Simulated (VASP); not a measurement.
# Sc3SiF (P6_3/mmc) in VASP: further runs, part 2 of 2

VASP 6.6.1.

## (4) Single point, PBE, collinear spin, ferromagnetic start

The input, INCAR:

```
PREC = Accurate
ENCUT = 520
EDIFF = 1E-6
ISMEAR = 0
SIGMA = 0.1
LREAL = F
LASPH = T
NELM = 150
ALGO = Normal
ISIF = 2
LWAVE = F
LCHARG = F
ISPIN = 2
MAGMOM = 0 0 0 0 0 0 0 0 1 1
LORBIT = 11
LMAXMIX = 4
GGA = PE
NBANDS = 59
```

The input, KPOINTS:

```
regular mesh
0
Gamma
  3 3 4
```

The input, POSCAR:

```
Sc3SiF
1.0
    5.9328845300      0.0000000000      0.0000000000
   -2.9664422700      5.1380287200      0.0000000000
    0.0000000000      0.0000000000      5.0910484100
Sc Si F
6 2 2
Direct
    0.8381692300      0.6763384600      0.2500000000
    0.8381692300      0.1618307700      0.2500000000
    0.6763384600      0.8381692300      0.7500000000
    0.1618307700      0.3236615400      0.7500000000
    0.3236615400      0.1618307700      0.2500000000
    0.1618307700      0.8381692300      0.7500000000
    0.3333333300      0.6666666700      0.2500000000
    0.6666666700      0.3333333300      0.7500000000
    0.0000000000      0.0000000000      0.5000000000
    0.0000000000      0.0000000000      0.0000000000
```

Potentials or basis: VASP PAW PBE potentials, release 64 (Sc_sv, Si, F).

On the command line:

```
> cat potpaw_PBE.64/Sc_sv/POTCAR potpaw_PBE.64/Si/POTCAR potpaw_PBE.64/F/POTCAR > POTCAR
> mpirun -np 1 vasp_std > vasp.out
```

OUTCAR:

```text
PREC = Accurate
   ENCUT = 520
   EDIFF = 1E-6
   ISMEAR = 0
   LREAL = F
   LASPH = T
   NELM = 150
   ISIF = 2
   ISPIN = 2
   LORBIT = 11
   GGA = PE

 ion  position               nearest neighbor table
   1  0.838  0.676  0.250-   9 2.09  10 2.09   5 2.88   2 2.88   7 2.97   7 2.97   6 3.04   6 3.04
                             3 3.04   3 3.04   5 3.05   2 3.05   8 3.10   8 3.10
   2  0.838  0.162  0.250-   9 2.09  10 2.09   5 2.88   1 2.88   7 2.97   7 2.97   4 3.04   4 3.04
                             3 3.04   3 3.04   5 3.05   1 3.05   8 3.10   8 3.10
   3  0.676  0.838  0.750-   9 2.09  10 2.09   4 2.88   6 2.88   8 2.97   8 2.97   2 3.04   2 3.04
                             1 3.04   1 3.04   4 3.05   6 3.05   7 3.10   7 3.10
   4  0.162  0.324  0.750-   9 2.09  10 2.09   3 2.88   6 2.88   8 2.97   8 2.97   2 3.04   2 3.04
                             5 3.04   5 3.04   3 3.05   6 3.05   7 3.10   7 3.10
   5  0.324  0.162  0.250-   9 2.09  10 2.09   1 2.88   2 2.88   7 2.97   7 2.97   6 3.04   6 3.04
                             4 3.04   4 3.04   1 3.05   2 3.05   8 3.10   8 3.10
   6  0.162  0.838  0.750-   9 2.09  10 2.09   3 2.88   4 2.88   8 2.97   8 2.97   1 3.04   1 3.04
                             5 3.04   5 3.04   3 3.05   4 3.05   7 3.10   7 3.10
   7  0.333  0.667  0.250-   1 2.97   5 2.97   2 2.97   2 2.97   1 2.97   5 2.97   6 3.10   6 3.10
                             3 3.10   3 3.10   4 3.10   4 3.10
   8  0.667  0.333  0.750-   4 2.97   3 2.97   6 2.97   6 2.97   4 2.97   3 2.97   2 3.10   2 3.10
                             5 3.10   5 3.10   1 3.10   1 3.10
   9  0.000  0.000  0.500-   3 2.09   5 2.09   4 2.09   1 2.09   2 2.09   6 2.09
  10  0.000  0.000  0.000-   3 2.09   5 2.09   4 2.09   1 2.09   2 2.09   6 2.09

  LATTYP: Found a hexagonal cell.
 ALAT       =     5.9328845300
 C/A-ratio  =     0.8581067749

  Lattice vectors:

 A1 = (   5.9328845300,   0.0000000000,   0.0000000000)
 A2 = (  -2.9664422700,   5.1380287200,   0.0000000000)
 A3 = (   0.0000000000,   0.0000000000,   5.0910484100)

Analysis of symmetry for initial positions (statically):
=====================================================================
 Subroutine PRICEL returns:
 Original cell was already a primitive cell.

 Routine SETGRP: Setting up the symmetry group for a
 hexagonal supercell.

 Subroutine GETGRP returns: Found 24 space group operations
 (whereof 12 operations were pure point group operations)
 out of a pool of 24 trial point group operations.

The static configuration has the point symmetry D_3d.
 The point group associated with its full space group is D_6h.

Analysis of symmetry for dynamics (positions and initial velocities):
=====================================================================
 Subroutine PRICEL returns:
 Original cell was already a primitive cell.

 Routine SETGRP: Setting up the symmetry group for a
 hexagonal supercell.

 Subroutine GETGRP returns: Found 24 space group operations
 (whereof 12 operations were pure point group operations)
 out of a pool of 24 trial point group operations.

The dynamic configuration has the point symmetry D_3d.
 The point group associated with its full space group is D_6h.

Analysis of structural, dynamic, and magnetic symmetry:
=====================================================================
 Subroutine PRICEL returns:
 Original cell was already a primitive cell.

 Routine SETGRP: Setting up the symmetry group for a
 hexagonal supercell.

 Subroutine GETGRP returns: Found 24 space group operations
 (whereof 12 operations were pure point group operations)
 out of a pool of 24 trial point group operations.

The overall configuration has the point symmetry D_3d.
[... 126 lines left out ...]
   LHFCALC =     F    Hartree Fock is set to
   AEXX    =    0.0000 exact exchange contribution
   IVDW    =     0    specifies the selected vdW correction
   LEPSILON=     F    determine dielectric tensor
   LRPA    =     F    only Hartree local field effects (RPA)
 spin polarized calculation
 Gauss-broadening in eV      SIGMA  =   0.10
  energy-cutoff  :      520.00
  volume of cell :      155.19
 maximum number of plane-waves:      4197
 NGX is ok and might be reduce to    48
   NGX = 23   NGY = 23   NGZ = 19

 number of electron      88.0000024 magnetization      -0.0003075

 number of electron      88.0000024 magnetization       0.0000812

 Free energy of the ion-electron system (eV)
  ---------------------------------------------------
  ext. energy  EPLUGINS =         0.00000000
  ---------------------------------------------------
  free energy    TOTEN  =       -60.58275457 eV

  energy without entropy =      -60.53830260  energy(sigma->0) =      -60.56052858

 E-fermi :   7.0207     XC(G=0): -11.0935

 val. band max:        7.0025143567   @ k =   0.3333  -0.0000   0.2500
 cond. band min:       7.0572873454   @ k =   0.0000   0.0000   0.5000
 fundamental gap:      0.0547729888
 Fermi energy:         7.0207293168

 spin component 1

 k-point     1 :       0.0000    0.0000    0.0000
  band No.  band energies     occupation
      1     -42.6910      1.00000
      2     -42.5594      1.00000
      3     -42.5273      1.00000
      4     -42.5273      1.00000
      5     -42.4713      1.00000
      6     -42.4713      1.00000
[... 520 lines left out ...]
     55       9.0552      0.00000
     56       9.0552      0.00000
 Fermi energy:         7.0207293168

 spin component 2

 k-point     1 :       0.0000    0.0000    0.0000
  band No.  band energies     occupation
      1     -42.6910      1.00000
      2     -42.5594      1.00000
      3     -42.5272      1.00000
      4     -42.5272      1.00000
      5     -42.4713      1.00000
      6     -42.4713      1.00000
[... 520 lines left out ...]
     55       9.0552      0.00000
     56       9.0552      0.00000
 [bands above 56 left out]

------------------------ aborting loop because EDIFF is reached ----------------------------------------

  FORCE on cell =-STRESS in cart. coord.  units (eV):
  Direction    XX          YY          ZZ          XY          YZ          ZX
  --------------------------------------------------------------------------------------
  -------------------------------------------------------------------------------------
  Total       15.4602533     15.4602533      7.1146768     -0.0000000      0.0000000      0.0000000
  in kB      159.6090589    159.6090588     73.4507287     -0.0000002      0.0000000      0.0000000
  external PRESSURE =     130.8896155 kB  Pullay stress =       0.0000000 kB

 VOLUME and BASIS-vectors are now :
 -----------------------------------------------------------------------------
  energy-cutoff  :      520.00
  volume of cell :      155.19
      direct lattice vectors                 reciprocal lattice vectors
     5.932884530  0.000000000  0.000000000     0.168552075  0.097313586  0.000000000
    -2.966442270  5.138028720  0.000000000     0.000000000  0.194627172  0.000000000
     0.000000000  0.000000000  5.091048410     0.000000000  0.000000000  0.196423196

 POSITION                                       TOTAL-FORCE (eV/Angst)
 -----------------------------------------------------------------------------------
      2.96644      3.47505      1.27276         0.000000     -4.289063      0.000000
      4.49270      0.83149      1.27276        -3.714437      2.144531      0.000000
      1.52626      4.30654      3.81829        -3.714437     -2.144531      0.000000
     -0.00000      1.66298      3.81829        -0.000000      4.289063      0.000000
      1.44018      0.83149      1.27276         3.714437      2.144531      0.000000
     -1.52626      4.30654      3.81829         3.714437     -2.144531      0.000000
     -0.00000      3.42535      1.27276        -0.000000     -0.000000      0.000000
      2.96644      1.71268      3.81829        -0.000000     -0.000000      0.000000
      0.00000      0.00000      2.54552        -0.000000     -0.000000      0.000000
      0.00000      0.00000      0.00000        -0.000000     -0.000000      0.000000
 -----------------------------------------------------------------------------------
    total drift:                               -0.000043      0.000025     -0.000000

  FREE ENERGIE OF THE ION-ELECTRON SYSTEM (eV)
  ---------------------------------------------------
  free  energy   TOTEN  =       -60.5827545709 eV

  energy  without entropy=      -60.5383025966  energy(sigma->0) =      -60.56052858

 total charge

# of ion       s       p       d       tot
------------------------------------------
    1        2.203   6.146   1.349   9.697
    2        2.203   6.146   1.349   9.697
    3        2.203   6.146   1.349   9.697
    4        2.203   6.146   1.349   9.697
    5        2.203   6.146   1.349   9.697
    6        2.203   6.146   1.349   9.697
    7        0.733   0.849   0.000   1.582
    8        0.733   0.849   0.000   1.582
    9        1.747   4.462   0.000   6.209
   10        1.747   4.462   0.000   6.209
--------------------------------------------------
tot         18.176  47.494   8.094  73.764

 magnetization (x)

# of ion       s       p       d       tot
------------------------------------------
    1        0.000  -0.000   0.000   0.000
    2        0.000  -0.000   0.000   0.000
    3        0.000  -0.000   0.000   0.000
    4        0.000  -0.000   0.000   0.000
    5        0.000  -0.000   0.000   0.000
    6        0.000  -0.000   0.000   0.000
    7       -0.000  -0.000   0.000  -0.000
    8       -0.000  -0.000   0.000  -0.000
    9        0.000  -0.000   0.000  -0.000
   10        0.000  -0.000   0.000  -0.000
--------------------------------------------------
tot          0.000  -0.000   0.000   0.000
```

Run time: 2.6 min. Hardware: 1 thread of Intel Xeon 6975P-C (Granite Rapids), shared host; peak memory 0.41 GiB.

Results:

```
Free energy                                           : -60.5828 eV
Pressure                                              : 13.1 GPa
Largest force                                         : 4.289 eV/Å
Band gap on the k mesh                                : zero (filled and empty bands overlap)
Net moment                                            : 0.00 μB per cell
Valence electrons inside the program's atomic spheres : Sc 9.70; Si 1.58; F 6.21
```

Forces in eV/Å, atoms in the order of the input:
```
Sc   0.000 -4.289  0.000
Sc  -3.714  2.145  0.000
Sc  -3.714 -2.145  0.000
Sc   0.000  4.289  0.000
Sc   3.714  2.145  0.000
Sc   3.714 -2.145  0.000
Si   0.000  0.000  0.000
Si   0.000  0.000  0.000
F    0.000  0.000  0.000
F    0.000  0.000  0.000
```

Caveat: the k points lie up to 0.41 Å⁻¹ apart; forces of over 1 eV/Å act on the atoms, so gaps and moduli don't describe the material at rest.

## (5) Overview

```tsv
task	spin	cell	k mesh	cutoff (eV)	gap on the mesh (eV)	pressure (GPa)	largest force (eV/Å)
relaxation of cell and atoms	off	relaxed from a = 5.933, b = 5.933, c = 5.091 Å, angles 90.0, 90.0, 120.0°, 10 atoms	3 × 3 × 4	600	none	0.2	0.01
single point	off	a = 6.285, b = 6.285, c = 4.853 Å, angles 90.0, 90.0, 120.0°, 10 atoms	6 × 6 × 8	520	none	0.2	0.02
single point	collinear, ferromagnetic start	a = 5.933, b = 5.933, c = 5.091 Å, angles 90.0, 90.0, 120.0°, 10 atoms	3 × 3 × 4	520	none	13.1	4.29
```

Alike in all rows: level PBE; potentials or basis VASP PAW PBE potentials, release 64 (Sc_sv, Si, F); smearing gaussian 0.1 eV.

Caveats: some runs use coarse meshes; forces of over 1 eV/Å act on the atoms, so gaps and moduli don't describe the material at rest (some runs).

Absolute energies hang on the potentials; compare differences alone.
